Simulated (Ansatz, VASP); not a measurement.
# LiCl in VASP and in Ansatz

The input INCAR:

```
  PREC = Accurate
  ENCUT = 520
  EDIFF = 1E-6
  ISMEAR = 0
  SIGMA = 0.01
  LREAL = F
  LASPH = T
  NELM = 60
  ALGO = Normal
  ISIF = 2
  LWAVE = F
  LCHARG = F
  GGA = RP
  IVDW = 13
  NBANDS = 12
```

File KPOINTS:

```
Automatic mesh
0
Gamma
  9 9 9
```

File POSCAR:

```
LiCl
1.0
    3.6271325200      0.0000000000      0.0000000000
    1.8135662600      3.1411889052      0.0000000000
    1.8135662600      1.0470629684      2.9615413012
Cl Li
1 1
Direct
    0.5000000000      0.5000000000      0.5000000000
    0.0000000000      0.0000000000      0.0000000000
```

input.yaml

```yaml
crystal:
  lattice:
    - [3.62713252, 0.0, 0.0]
    - [1.81356626, 3.1411889052, 0.0]
    - [1.81356626, 1.0470629684, 2.9615413012]
  atoms:
    - { symbol: Cl, position: [0.5, 0.5, 0.5] }
    - { symbol: Li, position: [0.0, 0.0, 0.0] }
hamiltonian:
  xc: rpbe
  pseudopotentials: { kind: paw }
  dispersion: d4
kpoints:
  mp_grid: { grid: [9, 9, 9] }
  band_path:
    path:
      - [[0.0, 0.0, 0.0], [0.5, 0.0, 0.5], [0.5, 0.25, 0.75], [0.375, 0.375, 0.75], [0.0, 0.0, 0.0], [0.5, 0.5, 0.5], [0.625, 0.25, 0.625], [0.5, 0.25, 0.75], [0.5, 0.5, 0.5], [0.375, 0.375, 0.75]]
      - [[0.625, 0.25, 0.625], [0.5, 0.0, 0.5]]
    npoints: 14
scf:
  occupations: { method: gaussian, width: 0.01 }
  n_extra_bands: 6
output:
  forces: true
  stress: true
  eigenvalues: true
  fatbands: false
```

Alike in both runs: functional RPBE; dispersion D4; k mesh 9 × 9 × 9; occupations gaussian, width 0.01 eV; no spin polarisation.

|  | VASP | Ansatz |
| --- | --- | --- |
| version | VASP 6.6.1 | Ansatz 0.2.0 |
| potentials or method | VASP PAW PBE potentials, release 64 (Cl, Li_sv) | Ansatz PAW |
| plane-wave cutoff (eV) | 520 | 420 |
| valence electrons in the cell | 10 | 10 |
| task | single point | band structure |

VASP gave:

* gap on the k mesh at the Fermi level (eV): 6.60
* least direct gap on the mesh (eV): 6.60

Task: What did Ansatz give for the same quantities?

Result: gap on the k mesh at the Fermi level (eV): 6.58; least direct gap on the mesh (eV): 6.58.

VASP's potentials were made for PBE, not for RPBE.

Noted on VASP's run: the cutoff is short for stress, so the pressure is rough.
